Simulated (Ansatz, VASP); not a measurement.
**Mo in VASP and in Ansatz**

INCAR

```
PREC = Accurate
ENCUT = 600
EDIFF = 1E-7
ISMEAR = 0
SIGMA = 0.1
LREAL = False
LASPH = True
NELM = 80
ALGO = Fast
ISIF = 3
LWAVE = False
LCHARG = False
GGA = PS
IBRION = 2
NSW = 90
EDIFFG = -0.04
```

KPOINTS

```
Automatic mesh
0
Gamma
  6 6 6
```

File POSCAR:

```
Mo
1.0
    2.5529747183      0.0000000000      0.0000000000
    0.0000000000      2.5529747183      0.0000000000
    0.0000000000      0.0000000000      2.5529747183
Mo
1
Direct
    0.0000000000      0.0000000000      0.0000000000
```

Input for Ansatz:

```yaml
crystal:
  lattice:
    - [2.5529747183, 0.0, 0.0]
    - [0.0, 2.5529747183, 0.0]
    - [0.0, 0.0, 2.5529747183]
  atoms:
    - { symbol: Mo, position: [0.0, 0.0, 0.0] }
basis:
  ecutwfc: 420
kpoints:
  mp_grid: { grid: [6, 6, 6] }
hamiltonian:
  xc: pbesol
scf:
  occupations: { method: gaussian, width: 0.1 }
  lower_state_search: "off"
output:
  forces: true
  stress: true
  eigenvalues: true
relax:
  adjacent_minimum: "off"
  f_tol: 0.04
  max_steps: 70
  cell: { stress_tol: 0.4 }
```

Alike in both runs: task relaxation of cell and atoms; functional PBEsol; k mesh 6 × 6 × 6; occupations gaussian, width 0.1 eV; no spin polarisation.

|  | VASP | Ansatz |
| --- | --- | --- |
| version | VASP 6.6.1 | Ansatz 0.2.0 |
| potentials or method | VASP PAW PBE potentials, release 64 (Mo_sv), cutoff 600 eV | scalar-relativistic, plane waves, PAW |
| valence electrons in the cell | 14 | 14 |

|  | VASP | Ansatz | Ansatz less VASP |
| --- | --- | --- | --- |
| gap on the k mesh at the Fermi level, each at its own relaxed structure (eV) | none | none | - |
| relaxed volume (Å³/atom) | 16.98 | 16.95 | -0.034 |
| relaxed cell length with the largest relative difference (Å) | 2.570 | 2.569 | -0.0017 |

VASP's potentials were made for PBE, not for PBEsol. A gap of «none» marks a metal or a gap that the smearing closes.

The k mesh is coarse, so the values compare programs but aren't converged.
